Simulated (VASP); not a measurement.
# PtSe2: single point with PBE+D3(BJ)

PtSe2:

```
Pt Se
1.0
     3.87784    0.00000    0.00000
    -1.93892    3.35830    0.00000
     0.00000    0.00000    4.56111
Pt Se
1 2
Cartesian
  0.0000 0.0000 0.0000
  0.0000 2.2389 0.9245
  1.9389 1.1194 3.6367
```

This cell differs from its parent crystal: c/a of the conventional cell at fixed volume 1.1762.

```json
{
  "Program": "VASP 6.6.1",
  "Task": "single point",
  "Functional": "PBE",
  "Dispersion": "D3(BJ)",
  "Potentials or basis": "VASP PAW PBE potentials, release 64 (Pt, Se)",
  "Cutoff": "520 eV",
  "k mesh": "12 × 12 × 8",
  "Occupations": "gaussian, width 0.15 eV",
  "Spin": "no spin polarisation",
  "Dipole correction": "no",
  "Further INCAR settings": "ALGO = Normal; EDIFF = 1e-06; NBANDS = 18"
}
```

```
Pressure                   : 17.0 GPa
Largest force              : 3.420 eV/Å
Band gap on the k mesh     : 0.04 eV, indirect (least direct gap 0.19 eV)
Dispersion energy per atom : -0.485 eV
```

Forces on the atoms (eV/Å):
```
Pt   0.000  0.000  0.000
Se   0.000  0.000  3.420
Se   0.000  0.000 -3.420
```

Stress tensor (GPa, compression positive):
```
18.38  0.00  0.00
 0.00 18.38  0.00
 0.00  0.00 14.34
```

Levels at points of the mesh, in eV from the valence-band top:
```tsv
k point	band 7	band 8	band 9	band 10	band 11	band 12	band 13	band 14	band 15	band 16
(0.00, 0.00, 0.00)	-4.40	-1.86	-1.66	-1.66	-0.71	1.71	1.71	3.97	4.26	6.57
(0.50, 0.00, 0.00)	-4.48	-4.30	-4.29	-2.67	-2.51	0.87	2.96	4.11	6.40	7.63
(0.00, 0.00, 0.50)	-4.47	-3.09	-1.88	-1.88	-1.29	2.31	2.31	5.62	5.64	5.64
(0.50, 0.00, 0.50)	-4.64	-4.37	-3.81	-2.86	-0.75	0.89	1.79	5.10	5.64	8.66
```

Wall time 49 s on 1 thread of Intel(R) Xeon(R) 6975P-C (Granite Rapids) (shared host), peak memory 0.29 GiB.

Caveat: spin-orbit coupling is left out, which moves the levels of the heavy elements; forces of over 1 eV/Å act on the atoms, so gaps and moduli don't describe the material at rest. A k mesh can miss the band edges.
